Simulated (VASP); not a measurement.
Here is a VASP 6.6.1 calculation.

INCAR

```
SYSTEM = Ru
PREC = Accurate
ENCUT = 520
EDIFF = 1E-6
ISMEAR = -1
SIGMA = 0.05
LREAL = .FALSE.
LASPH = .TRUE.
NELM = 80
ALGO = Normal
ISIF = 2
LWAVE = .FALSE.
LCHARG = .FALSE.
GGA = CA
NBANDS = 21
```

KPOINTS

```
Automatic mesh
0
G
  11 11 6
  0 0 0
```

The input POSCAR:

```
Ru
1.0
    2.7588683749      0.0000000000      0.0000000000
   -1.3794341875      2.3892500984      0.0000000000
    0.0000000000      0.0000000000      4.3658801443
Ru
2
Direct
    0.6666666667      0.3333333333      0.7500000000
    0.3333333333      0.6666666667      0.2500000000
```

Potentials or basis: VASP PAW LDA potentials, release 64 (Ru_pv).

Run with:

```console
$ cat potpaw_LDA.64/Ru_pv/POTCAR > POTCAR
$ mpirun -np 1 vasp_std > vasp.out
```

(1) What does it give for the band gap on the k mesh?

(2) Estimate the pressure.

Results:

(1) zero (bands 14 and 15 overlap by 2.81 eV).

(2) -27.0 GPa.

Caveat: the cell stands under tension.
